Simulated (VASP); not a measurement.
# Si2C: single point with PBE

The system is Si2C.

```
Si C
1.0
     2.62280    0.00000    0.00000
    -1.31140    2.27141    0.00000
     0.00000    0.00000    6.19583
Si C
2 1
Direct
  0.00000 0.00000 0.29691
  0.00000 0.00000 0.70309
  0.00000 0.00000 0.00000
```

- Program: VASP 6.6.1
- Task: single point
- Functional: PBE
- Potentials or basis: VASP PAW PBE potentials, release 64 (Si, C)
- Cutoff: 520 eV
- k mesh: 24 × 24 × 8
- Occupations: gaussian, width 0.1 eV
- Spin: no spin polarisation

- Pressure: 0.0 GPa
- Largest force: 0.004 eV/Å
- Band gap on the k mesh: zero (band 6 reaches 11.97 eV, above the bottom of band 7 at 5.77 eV)

Forces in eV/Å, atoms in the order of the input:
```
Si   0.000  0.000  0.004
Si   0.000  0.000 -0.004
C    0.000  0.000  0.000
```

Levels at points of the mesh, in eV from the Fermi level:
```tsv
k point	band 3	band 4	band 5	band 6	band 7	band 8	band 9	band 10
(0.00, 0.00, 0.00)	-11.02	-3.08	-0.14	3.12	3.12	10.45	11.61	11.61
(0.50, 0.00, 0.00)	-6.64	-5.45	-4.27	-3.10	1.13	1.15	4.35	6.75
(0.00, 0.00, 0.50)	-7.45	-7.14	3.13	3.13	3.26	7.55	10.93	10.93
(0.50, 0.00, 0.50)	-6.59	-6.03	-3.47	-1.01	-0.87	1.18	3.48	5.55
```

It took 3.6 min on 1 thread of Intel Xeon 8259CL, on a shared host, peak memory 0.25 GiB.
